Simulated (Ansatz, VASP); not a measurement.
## One calculation of WS2, two programs

```
W S
1.0
     3.11803    0.00000    0.00000
    -1.55901    2.70029    0.00000
     0.00000    0.00000   12.58280
W S
2 4
Direct
  0.33333 0.66667 0.25000
  0.66667 0.33333 0.75000
  0.33333 0.66667 0.61999
  0.66667 0.33333 0.11999
  0.33333 0.66667 0.88001
  0.66667 0.33333 0.38001
```

Alike in both runs: task single point; functional PBEsol; k mesh 12 × 12 × 2; occupations gaussian, width 0.05 eV; no spin polarisation.

|  | VASP | Ansatz |
| --- | --- | --- |
| version | VASP 6.6.1 | Ansatz 0.2.0 |
| potentials or method | VASP PAW PBE potentials, release 64 (W_sv, S), cutoff 520 eV | scalar-relativistic, plane waves, PAW |
| valence electrons in the cell | 52 | 52 |

VASP gave:

| Quantity | Value |
| --- | --- |
| gap on the k mesh at the Fermi level (eV) | 1.02 |
| least direct gap on the mesh (eV) | 2.12 |
| pressure (GPa) | -4.0 |
| traceless stress, the component that is largest in VASP (GPa) | -6.22 |
| rms of the force components (eV/Å) | 0.518 |

Task: What did Ansatz give for the same quantities?

Result: gap on the k mesh at the Fermi level (eV): 1.01; least direct gap on the mesh (eV): 2.12; pressure (GPa): -4.1; traceless stress, the component that is largest in VASP (GPa): -6.24; rms of the force components (eV/Å): 0.526.

VASP's potentials were made for PBE, not for PBEsol, and Ansatz warns of the same on its side. Atom by atom the forces differ by 0.008 eV/Å (rms over components).

Spin-orbit coupling is off throughout.
